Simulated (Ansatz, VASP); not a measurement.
**AlSn: VASP beside Ansatz**

```xyz
2
Lattice="4.1699 0.0000 0.0000 -2.0850 3.6113 0.0000 0.0000 0.0000 3.2847" Properties=species:S:1:pos:R:3 pbc="T T T"
Sn    0.0000    2.4075    1.6423
Al    0.0000    0.0000    0.0000
```

Change from the starting cell: volume scaled by 0.98.

Alike in both runs: task single point; functional LDA; k mesh 7 × 7 × 8; occupations fermi-dirac, width 0.05 eV; no spin polarisation.

```csv
,VASP,Ansatz
version,VASP 6.6.1,Ansatz 0.2.0
potentials or method,"VASP PAW LDA potentials, release 64 (Sn_d, Al), cutoff 520 eV","all-electron LAPW, scalar-relativistic"
```

|  | VASP | Ansatz | Ansatz less VASP |
| --- | --- | --- | --- |
| gap on the k mesh at the Fermi level (eV) | none | none | - |
| pressure (GPa) | -2.1 | -2.1 | 0.00 |
| traceless stress, the component that is largest in VASP (GPa) | 0.15 | 0.15 | 0.000 |

LDA's correlation is that of Perdew and Zunger in VASP and of Perdew and Wang (1992) in Ansatz. A gap of «none» marks a metal or a gap that the smearing closes. Ansatz ran all-electron here, and VASP with PAW potentials.
